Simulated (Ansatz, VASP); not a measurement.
## Two plane-wave programs on SnO2

INCAR

```
SYSTEM = SnO2
  PREC = Accurate
  ENCUT = 520
  EDIFF = 1E-7
  ISMEAR = 0
  SIGMA = 0.05
  LREAL = .FALSE.
  LASPH = .TRUE.
  NELM = 80
  ALGO = Normal
  ISIF = 2
  LWAVE = .FALSE.
  LCHARG = .TRUE.
  GGA = PE
  LELF = .TRUE.
  LVHAR = .TRUE.
  NBANDS = 20
```

File KPOINTS:

```
Automatic mesh
0
G
  12 12 12
  0 0 0
```

POSCAR

```
SnO2
1.0
    1.6369756479      0.9451083310      4.9797335685
   -1.6369756479      0.9451083310      4.9797335685
    0.0000000000     -1.8902166619      4.9797335685
Sn O
1 2
Direct
    0.5000000000      0.5000000000      0.5000000000
    0.2348826742      0.2348826742      0.2348826742
    0.7651173258      0.7651173258      0.7651173258
```

Input for Ansatz:

```yaml
crystal:
  lattice:
    - [1.6369756479, 0.945108331, 4.9797335685]
    - [-1.6369756479, 0.945108331, 4.9797335685]
    - [0.0, -1.8902166619, 4.9797335685]
  atoms:
    - { symbol: Sn, position: [0.5, 0.5, 0.5] }
    - { symbol: O, position: [0.2348826742, 0.2348826742, 0.2348826742] }
    - { symbol: O, position: [0.7651173258, 0.7651173258, 0.7651173258] }
basis:
  ecutwfc: 520.0
kpoints:
  mp_grid: { grid: [12, 12, 12] }
hamiltonian:
  xc: pbe
  pseudopotentials: { kind: paw, azcp: { folder: soft_1 } }
scf:
  occupations: { method: gaussian, width: 0.05 }
output:
  forces: true
  stress: true
  eigenvalues: true
```

Change from the starting cell: mode 4 frozen in at +0.000 Å, equal normal strain along x, y and z +0.0125.

Alike in both runs: task single point; functional PBE; k mesh 12 × 12 × 12; occupations gaussian, width 0.05 eV; no spin polarisation.

```csv
,VASP,Ansatz
version,VASP 6.6.1,Ansatz 0.2.0
potentials or method,"VASP PAW PBE potentials, release 64 (Sn_d, O), cutoff 520 eV","scalar-relativistic, plane waves, PAW"
valence electrons in the cell,26,26
```

|  | VASP | Ansatz | Ansatz less VASP |
| --- | --- | --- | --- |
| gap on the k mesh at the Fermi level (eV) | 1.77 | 1.80 | +0.022 |
| least direct gap on the mesh (eV) | 1.92 | 1.94 | +0.017 |
| pressure (GPa) | -4.2 | -4.7 | -0.51 |
| traceless stress, the component that is largest in VASP (GPa) | 1.63 | 1.95 | +0.328 |
| rms of the force components (eV/Å) | 0.150 | 0.174 | +0.0239 |

Atom by atom the forces differ by 0.024 eV/Å (rms over components). With one functional, cell and mesh, what is left measures potentials, basis and numerics.
